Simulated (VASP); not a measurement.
Write the native input for VASP 6.6.1 that does the following.

* Task: electric field gradients
* Functional: PBEsol
* Potentials or basis: VASP PAW PBE potentials, release 64 (Bi_d, Te)
* Cutoff: 520 eV
* k mesh: 7 × 7 × 7
* Occupations: fermi-dirac, width 0.08 eV
* Spin: no spin polarisation
* Dipole correction: no
* Further INCAR settings: ALGO = Normal; EDIFF = 1e-08; NBANDS = 32

The structure of Bi2Te3 lies in POSCAR:

```
Bi2Te3
1.0
    2.2360114889      1.2909618350     10.3650474805
   -2.2360114889      1.2909618350     10.3650474805
    0.0000000000     -2.5819236700     10.3650474805
Bi Te
2 3
Direct
    0.4000000000      0.4000000000      0.4000000000
    0.6000000000      0.6000000000      0.6000000000
    0.0000000000      0.0000000000      0.0000000000
    0.2095000000      0.2095000000      0.2095000000
    0.7905000000      0.7905000000      0.7905000000
```

This cell differs from its parent crystal: volume scaled by 1.06.

The input as run:

INCAR

```
SYSTEM = Bi2Te3
PREC = Accurate
ENCUT = 520
EDIFF = 1E-8
ISMEAR = -1
SIGMA = 0.08
LREAL = .False.
LASPH = .True.
NELM = 100
ALGO = Normal
ISIF = 2
LWAVE = .False.
LCHARG = .False.
GGA = PS
LEFG = .True.
NBANDS = 32
```

KPOINTS

```
regular mesh
0
Gamma
  7 7 7
  0 0 0
```

Potentials or basis: VASP PAW PBE potentials, release 64 (Bi_d, Te).

The run is started by

```bash
$ cat potpaw_PBE.64/Bi_d/POTCAR potpaw_PBE.64/Te/POTCAR > POTCAR
$ mpirun -np 1 vasp_std > vasp.out
```

Results of the run:

The pressure is -3.2 GPa and the largest force is 0.429 eV/Å. The band gap on the k mesh is 0.26 eV, direct.

Caveat: without QUAD_EFG the Cq values of the log hold for a quadrupole moment of 1 mb, not for the nuclei; the PAW data sets were made with another functional, which shifts forces and pressure a little; spin-orbit coupling is left out, which moves the levels of the heavy elements.

It took 29 min on 1 thread of AMD EPYC 7R43 64-Core Processor (Zen 3) (shared host), peak memory 0.97 GiB.
